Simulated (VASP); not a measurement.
# Al3Ni5 (Cmmm) in VASP: notebook

Runs on Al3Ni5. Level: PBEsol. Tasks: single point.

All numbers are computed with VASP 6.6.1; they aren't measurements. Logs are shortened: lines on timing, memory, paths and dates and some standing lists are left out, and cuts for length are marked.

## Step 1: The cell of the first run

It takes space group Cmmm (No. 65, orthorhombic). Conventional cell: a = 6.422 Å, b = 7.199 Å, c = 3.906 Å, α = 90.00°, β = 90.00°, γ = 90.00°. Within 3.3 Å of Al (site symmetry mmm) lie 10 Ni at 2.41 to 3.21 Å and 4 Al at 2.81 Å. Al (site symmetry m2m) has 10 Ni at 2.38 to 2.54 Å and 5 Al at 2.81 to 3.24 Å within 3.3 Å. Ni (site symmetry mmm) has 8 Ni at 2.41 to 2.64 Å and 6 Al at 2.52 to 3.21 Å within 3.3 Å. Within 3.3 Å of Ni (site symmetry 2/m) lie 6 Al at 2.41 to 2.54 Å and 8 Ni at 2.41 to 3.21 Å. Within 3.1 Å of Ni (site symmetry 2mm) lie 6 Al at 2.38 to 2.47 Å and 7 Ni at 2.64 to 2.87 Å.

## Step 2: Single point, PBEsol (strain -0.025 along x and y, +0.050 along z)

Contents of INCAR:

```
PREC = Accurate
ENCUT = 520
EDIFF = 1E-6
ISMEAR = 0
SIGMA = 0.15
LREAL = False
LASPH = True
NELM = 80
ALGO = Fast
ISIF = 2
LWAVE = False
LCHARG = False
GGA = PS
NBANDS = 40
```

Contents of KPOINTS:

```
Automatic mesh
0
Gamma
  8 8 10
```

Contents of POSCAR:

```
Al3Ni5
1.0
    3.2109989665     -3.5996391596      0.0000000000
    3.2109989665      3.5996391596      0.0000000000
    0.0000000000      0.0000000000      3.9063722972
Al Ni
3 5
Direct
    0.5000000000      0.5000000000      0.0000000000
    0.7796888788      0.2203111212      0.5000000000
    0.2203111212      0.7796888788      0.5000000000
    0.0000000000      0.0000000000      0.0000000000
    0.0000000000      0.5000000000      0.0000000000
    0.5000000000      0.0000000000      0.0000000000
    0.2762373070      0.2762373070      0.5000000000
    0.7237626930      0.7237626930      0.5000000000
```

Potentials or basis: VASP PAW PBE potentials, release 64 (Al, Ni).

The run is started by

```console
$ cat potpaw_PBE.64/Al/POTCAR potpaw_PBE.64/Ni/POTCAR > POTCAR
$ mpirun -np 1 vasp_std > vasp.out
```

OUTCAR:

```text
PREC = Accurate
   ENCUT = 520
   EDIFF = 1E-6
   ISMEAR = 0
   LREAL = False
   LASPH = True
   NELM = 80
   ISIF = 2
   GGA = PS

 ion  position               nearest neighbor table
   1  0.500  0.500  0.000-   5 2.41   6 2.41   6 2.41   5 2.41   7 2.42   8 2.42   7 2.42   8 2.42
                             2 2.81   3 2.81   2 2.81   3 2.81   4 3.21   4 3.21
   2  0.780  0.220  0.500-   7 2.38   8 2.38   8 2.47   7 2.47   4 2.52   4 2.52   5 2.54   5 2.54
                             6 2.54   6 2.54   1 2.81   1 2.81   3 3.17   3 3.24   3 3.24
   3  0.220  0.780  0.500-   7 2.38   8 2.38   8 2.47   7 2.47   4 2.52   4 2.52   5 2.54   5 2.54
                             6 2.54   6 2.54   1 2.81   1 2.81   2 3.17   2 3.24   2 3.24
   4  0.000  0.000  0.000-   5 2.41   6 2.41   5 2.41   6 2.41   2 2.52   3 2.52   2 2.52   3 2.52
                             7 2.64   8 2.64   7 2.64   8 2.64   1 3.21   1 3.21
   5  0.000  0.500  0.000-   1 2.41   4 2.41   4 2.41   1 2.41   2 2.54   3 2.54   3 2.54   2 2.54
                             7 2.66   8 2.66   7 2.66   8 2.66
   6  0.500  0.000  0.000-   1 2.41   4 2.41   1 2.41   4 2.41   2 2.54   3 2.54   3 2.54   2 2.54
                             7 2.66   8 2.66   7 2.66   8 2.66
   7  0.276  0.276  0.500-   2 2.38   3 2.38   1 2.42   1 2.42   2 2.47   3 2.47   4 2.64   4 2.64
                             5 2.66   6 2.66   5 2.66   6 2.66   8 2.87
   8  0.724  0.724  0.500-   2 2.38   3 2.38   1 2.42   1 2.42   2 2.47   3 2.47   4 2.64   4 2.64
                             5 2.66   6 2.66   5 2.66   6 2.66   7 2.87

  LATTYP: Found a base centered orthorhombic cell.
 ALAT       =     6.4219979330
 B/A-ratio  =     1.1210340449
 C/A-ratio  =     0.6082799057

  Lattice vectors:

 A1 = (   3.2109989665,  -3.5996391596,   0.0000000000)
 A2 = (   3.2109989665,   3.5996391596,   0.0000000000)
 A3 = (   0.0000000000,   0.0000000000,   3.9063722972)

Analysis of symmetry for initial positions (statically):
=====================================================================
 Subroutine PRICEL returns:
 Original cell was already a primitive cell.

 Routine SETGRP: Setting up the symmetry group for a
 base centered orthorhombic supercell.

 Subroutine GETGRP returns: Found  8 space group operations
 (whereof  8 operations were pure point group operations)
 out of a pool of  8 trial point group operations.

The static configuration has the point symmetry D_2h.

Analysis of symmetry for dynamics (positions and initial velocities):
=====================================================================
 Subroutine PRICEL returns:
 Original cell was already a primitive cell.

 Routine SETGRP: Setting up the symmetry group for a
 base centered orthorhombic supercell.

 Subroutine GETGRP returns: Found  8 space group operations
 (whereof  8 operations were pure point group operations)
 out of a pool of  8 trial point group operations.

The dynamic configuration has the point symmetry D_2h.

 Subroutine INISYM returns: Found  8 space group operations
 (whereof  8 operations are pure point group operations),
 and found     1 'primitive' translations

----------------------------------------------------------------------------------------

                                     Primitive cell

  volume of cell :      90.3031

  direct lattice vectors                    reciprocal lattice vectors
     3.210998967 -3.599639160  0.000000000     0.155714781 -0.138902812  0.000000000
     3.210998967  3.599639160  0.000000000     0.155714781  0.138902812  0.000000000
     0.000000000  0.000000000  3.906372297     0.000000000  0.000000000  0.255991985

  length of vectors
     4.823682871  4.823682871  3.906372297     0.208665004  0.208665004  0.255991985

  position of ions in fractional coordinates (direct lattice)
     0.500000000  0.500000000  0.000000000
     0.779688879  0.220311121  0.500000000
     0.220311121  0.779688879  0.500000000
     0.000000000  0.000000000  0.000000000
     0.000000000  0.500000000  0.000000000
     0.500000000  0.000000000  0.000000000
     0.276237307  0.276237307  0.500000000
     0.723762693  0.723762693  0.500000000

  ion indices of the primitive-cell ions
   primitive index   ion index
                 1           1
                 2           2
                 3           3
                 4           4
                 5           5
                 6           6
                 7           7
                 8           8

----------------------------------------------------------------------------------------

 KPOINTS: Automatic mesh

Automatic generation of k-mesh.
 Grid dimensions read from file:
 generate k-points for:    8    8   10

 Generating k-lattice:

  Cartesian coordinates                     Fractional coordinates (reciprocal lattice)
     0.019464348 -0.017362851  0.000000000     0.125000000  0.000000000  0.000000000
     0.019464348  0.017362851  0.000000000     0.000000000  0.125000000  0.000000000
     0.000000000  0.000000000  0.025599199     0.000000000  0.000000000  0.100000000

  Length of vectors
     0.026083126  0.026083126  0.025599199

  Shift w.r.t. Gamma in fractional coordinates (k-lattice)
     0.000000000  0.000000000  0.000000000

 Subroutine IBZKPT returns following result:
 ===========================================

 Found    126 irreducible k-points:

 Following reciprocal coordinates:
            Coordinates               Weight
  0.000000  0.000000  0.000000      1.000000
  0.125000 -0.000000  0.000000      4.000000
  0.250000 -0.000000  0.000000      4.000000
  0.375000  0.000000  0.000000      4.000000
  0.500000 -0.000000  0.000000      2.000000
  0.125000  0.125000  0.000000      2.000000
[... 16 lines left out ...]
  0.125000 -0.000000  0.100000      8.000000
  0.250000 -0.000000  0.100000      8.000000
 [... further k-points ...]
   k-points           NKPTS =    126   k-points in BZ     NKDIM =    126   number of bands    NBANDS=     40
   number of dos      NEDOS =    301   number of ions     NIONS =      8
   total plane-waves  NPLWV =  38880
   dimension x,y,z NGX =    36 NGY =   36 NGZ =   30
   dimension x,y,z NGXF=    72 NGYF=   72 NGZF=   60
   ions per type =               3   5
   NGX,Y,Z   is equivalent  to a cutoff of  12.41, 12.41, 12.77 a.u.
   NGXF,Y,Z  is equivalent  to a cutoff of  24.81, 24.81, 25.53 a.u.
 SYSTEM =  unknown system
   PREC   = accura    normal or accurate (medium, high low for compatibility)
   ISTART =      0    job   : 0-new  1-cont  2-samecut
   ICHARG =      2    charge: 1-file 2-atom 10-const
   ISPIN  =      1    spin polarized calculation?
   LNONCOLLINEAR =      F non collinear calculations
   LSORBIT =      F    spin-orbit coupling
   LASPH  =      T    aspherical Exc in radial PAW
   ENCUT  =  520.0 eV  38.22 Ry    6.18 a.u.   8.97  8.97  7.26*2*pi/ulx,y,z
   NELM   =     80;   NELMIN=  2; NELMDL= -5     # of ELM steps
   EDIFF  = 0.1E-05   stopping-criterion for ELM
   LREAL  =      F    real-space projection
   EDIFFG = 0.1E-04   stopping-criterion for IOM
   NSW    =      0    number of steps for IOM
   IBRION =     -1    ionic relax: 0-MD 1-quasi-New 2-CG
   NFREE  =      0    steps in history (QN), initial steepest desc. (CG)
   ISIF   =      2    stress and relaxation
   ISYM   =      2    0-nonsym 1-usesym 2-fastsym
   POTIM  = 0.5000    time-step for ionic-motion
   TEBEG  =    0.0;   TEEND  =   0.0 temperature during run
   PSTRESS=    0.0 pullay stress
   NELECT =      59.0000    total number of electrons
   NUPDOWN=      -1.0000    fix difference up-down
   EMIN   =  10.00;   EMAX   =-10.00  energy-range for DOS
   EFERMI =   0.00;   METHOD = LEGACY
   ISMEAR =     0;   SIGMA  =   0.15  broadening in eV -4-tet -1-fermi 0-gaus
   EFERMI_NEDOS =   21; number of points for ismear=-14 and -15
   IALGO  =     68    algorithm
   IMIX   =      4    mixing-type and parameters
     AMIX     =   0.40;   BMIX     =  1.00
     AMIX_MAG =   1.60;   BMIX_MAG =  1.00
  volume/ion in A,a.u.               =      11.29        76.17
  Fermi-wavevector in a.u.,A,eV,Ry     =   1.420555  2.684459 27.456220  2.017975
  Thomas-Fermi vector in A             =   2.541458
   LORBIT       =      0    0 simple, 1 ext, 2 COOP (PROOUT), +10 PAW based schemes
   GGA     = PS    functional components
   LHFCALC =     F    Hartree Fock is set to
   AEXX    =    0.0000 exact exchange contribution
   IVDW    =     0    specifies the selected vdW correction
   LEPSILON=     F    determine dielectric tensor
   LRPA    =     F    only Hartree local field effects (RPA)
 non-spin polarized calculation
 RMM-DIIS sequential band-by-band and
 Gauss-broadening in eV      SIGMA  =   0.15
  energy-cutoff  :      520.00
  volume of cell :       90.30
 maximum number of plane-waves:      2466
   NGX = 17   NGY = 17   NGZ = 15

 number of electron      58.9999943 magnetization

 Free energy of the ion-electron system (eV)
  ---------------------------------------------------
  ext. energy  EPLUGINS =         0.00000000
  ---------------------------------------------------
  free energy    TOTEN  =       -47.45741601 eV

  energy without entropy =      -47.40850448  energy(sigma->0) =      -47.43296024

 E-fermi :  10.0892     XC(G=0): -12.6346

 val. band max:       10.0834447316   @ k =   0.5000   0.2500   0.4000
 cond. band min:      10.0916523557   @ k =   0.5000   0.3750   0.5000
 fundamental gap:      0.0082076241
 Fermi energy:        10.0891545632

 k-point     1 :       0.0000    0.0000    0.0000
  band No.  band energies     occupation
      1      -0.7943      2.00000
      2       4.1939      2.00000
      3       4.2668      2.00000
      4       5.1951      2.00000
      5       5.6196      2.00000
      6       5.9827      2.00000
[... 32 lines left out ...]
     39      16.5658      0.00000
     40      17.6073      0.00000

 k-point     2 :       0.1250   -0.0000    0.0000
  band No.  band energies     occupation
      1      -0.6903      2.00000
      2       3.6071      2.00000
      3       4.4802      2.00000
      4       5.2060      2.00000
      5       5.5849      2.00000
      6       6.1696      2.00000
[... 32 lines left out ...]
     39      16.8052      0.00000
     40      17.6598      0.00000

 k-point     3 :       0.2500   -0.0000    0.0000
  band No.  band energies     occupation
      1      -0.3819      2.00000
      2       2.6770      2.00000
      3       4.6787      2.00000
      4       5.2562      2.00000
      5       5.7008      2.00000
      6       6.1509      2.00000
[... 32 lines left out ...]
     39      17.0864      0.00000
     40      17.7549      0.00000

 k-point     4 :       0.3750    0.0000    0.0000
  band No.  band energies     occupation
      1       0.1165      2.00000
      2       1.7306      2.00000
      3       4.9337      2.00000
      4       5.2975      2.00000
      5       5.7305      2.00000
      6       6.1577      2.00000
[... 32 lines left out ...]
     39      17.2402      0.00000
     40      17.9093      0.00000
[... 772 lines left out ...]
     39      16.3249      0.00000
     40      17.7549      0.00000

 k-point    23 :       0.1250   -0.0000    0.1000
  band No.  band energies     occupation
      1      -0.5906      2.00000
      2       3.6592      2.00000
      3       4.4838      2.00000
      4       5.2466      2.00000
      5       5.5407      2.00000
      6       6.1822      2.00000
[... 32 lines left out ...]
     39      17.0188      0.00000
     40      17.4521      0.00000

 k-point    24 :       0.2500   -0.0000    0.1000
  band No.  band energies     occupation
      1      -0.2834      2.00000
      2       2.7532      2.00000
      3       4.6852      2.00000
      4       5.2789      2.00000
      5       5.6902      2.00000
      6       6.1343      2.00000
[... 32 lines left out ...]
     39      16.6318      0.00000
     40      17.3177      0.00000

 [... further k-points ...]

------------------------ aborting loop because EDIFF is reached ----------------------------------------

  FORCE on cell =-STRESS in cart. coord.  units (eV):
  Direction    XX          YY          ZZ          XY          YZ          ZX
  --------------------------------------------------------------------------------------
  -------------------------------------------------------------------------------------
  Total        2.1235969      3.9141758     -4.4117077      0.0000000      0.0000000      0.0000000
  in kB       37.6773122     69.4461465    -78.2734636      0.0000000      0.0000000      0.0000000
  external PRESSURE =       9.6166650 kB  Pullay stress =       0.0000000 kB

 VOLUME and BASIS-vectors are now :
 -----------------------------------------------------------------------------
  energy-cutoff  :      520.00
  volume of cell :       90.30
      direct lattice vectors                 reciprocal lattice vectors
     3.210998967 -3.599639160  0.000000000     0.155714781 -0.138902812  0.000000000
     3.210998967  3.599639160  0.000000000     0.155714781  0.138902812  0.000000000
     0.000000000  0.000000000  3.906372297     0.000000000  0.000000000  0.255991985

 POSITION                                       TOTAL-FORCE (eV/Angst)
 -----------------------------------------------------------------------------------
      3.21100      0.00000      0.00000        -0.000000      0.000000     -0.000000
      3.21100     -2.01356      1.95319         0.000000      0.025221     -0.000000
      3.21100      2.01356      1.95319         0.000000     -0.025221      0.000000
      0.00000      0.00000      0.00000        -0.000000      0.000000     -0.000000
      1.60550      1.79982      0.00000         0.000000      0.000000     -0.000000
      1.60550     -1.79982      0.00000        -0.000000     -0.000000     -0.000000
      1.77400      0.00000      1.95319         0.317187      0.000000     -0.000000
      4.64800      0.00000      1.95319        -0.317187      0.000000     -0.000000
 -----------------------------------------------------------------------------------
    total drift:                                0.000000      0.000000      0.000000

  FREE ENERGIE OF THE ION-ELECTRON SYSTEM (eV)
  ---------------------------------------------------
  free  energy   TOTEN  =       -47.4574160088 eV

  energy  without entropy=      -47.4085044795  energy(sigma->0) =      -47.43296024
```

It took 3 min on 1 thread of Intel Xeon 6975P-C (Granite Rapids), shared host; peak memory 0.43 GiB.

What came out:

```
Free energy            : -47.4574 eV
Pressure               : 1.0 GPa
Largest force          : 0.317 eV/Å
Band gap on the k mesh : zero (an odd number of electrons rules out a gap without spin polarisation)
```

Forces on the atoms (eV/Å):
```
Al   0.000  0.000  0.000
Al   0.000  0.025  0.000
Al   0.000 -0.025  0.000
Ni   0.000  0.000  0.000
Ni   0.000  0.000  0.000
Ni   0.000  0.000  0.000
Ni   0.317  0.000  0.000
Ni  -0.317  0.000  0.000
```

Caveat: the cell differs from its parent crystal (strain -0.025 along x and y, +0.050 along z); the PAW data sets were made with another functional, which shifts forces and pressure a little.

## Step 3: Single point, PBEsol (strain +0.050 along x and y, -0.050 along z)

Contents of INCAR:

```
PREC = Accurate
ENCUT = 520
EDIFF = 1E-6
ISMEAR = 0
SIGMA = 0.15
LREAL = F
LASPH = T
NELM = 80
ALGO = Fast
ISIF = 2
LWAVE = F
LCHARG = F
GGA = PS
NBANDS = 40
```

Contents of KPOINTS:

```
regular mesh
0
Gamma
  8 8 10
```

Edit POSCAR of step 2 so:

```diff
@@ -2,5 +2,5 @@
 1.0
-    3.2109989665     -3.5996391596      0.0000000000
-    3.2109989665      3.5996391596      0.0000000000
-    0.0000000000      0.0000000000      3.9063722972
+    3.4579988870     -3.8765344796      0.0000000000
+    3.4579988870      3.8765344796      0.0000000000
+    0.0000000000      0.0000000000      3.5343368404
 Al Ni
```

Potentials or basis: VASP PAW PBE potentials, release 64 (Al, Ni).

The run is started by

```console
$ cat potpaw_PBE.64/Al/POTCAR potpaw_PBE.64/Ni/POTCAR > POTCAR
$ mpirun -np 1 vasp_std > vasp.out
```

Wall time 4 min (1 thread of Intel Xeon 6975P-C (Granite Rapids), shared host); peak memory 0.46 GiB.

Results (log left out):

```yaml
Free_energy: -47.3066 eV
Pressure: -6.6 GPa
Largest_force: 0.422 eV/Å
Band_gap_on_the_k_mesh: zero (an odd number of electrons rules out a gap without spin polarisation)
```

Forces in eV/Å, atoms in the order of the input:
```
Al   0.000  0.000  0.000
Al   0.000 -0.046  0.000
Al   0.000  0.046  0.000
Ni   0.000  0.000  0.000
Ni   0.000  0.000  0.000
Ni   0.000  0.000  0.000
Ni  -0.422  0.000  0.000
Ni   0.422  0.000  0.000
```

Stress tensor (GPa, compression positive):
```
 -8.36   0.00   0.00
  0.00 -11.57   0.00
  0.00   0.00   0.10
```

Levels at points of the mesh, in eV from the Fermi level:
```csv
k point,band 27,band 28,band 29,band 30,band 31,band 32
"(0.00, 0.00, 0.00)",-0.89,-0.71,-0.42,-0.03,0.17,0.38
"(0.50, 0.00, 0.00)",-0.94,-0.69,-0.50,-0.47,0.68,2.85
"(0.50, 0.50, 0.00)",-0.93,-0.90,-0.42,2.85,3.35,3.87
"(0.00, 0.00, 0.50)",-1.35,-1.09,-0.78,-0.62,-0.41,1.93
"(0.50, 0.00, 0.50)",-1.15,-1.15,-0.58,0.67,0.77,0.93
"(0.50, 0.50, 0.50)",-1.23,-1.17,-1.00,-0.11,-0.10,0.24
```

Caveat: the cell differs from its parent crystal (strain +0.050 along x and y, -0.050 along z); the cell stands under tension; the PAW data sets were made with another functional, which shifts forces and pressure a little. Spin polarisation is off, so any magnetic state and its effect on volume and gap are missing.

(Continued in part 2 of 2.)
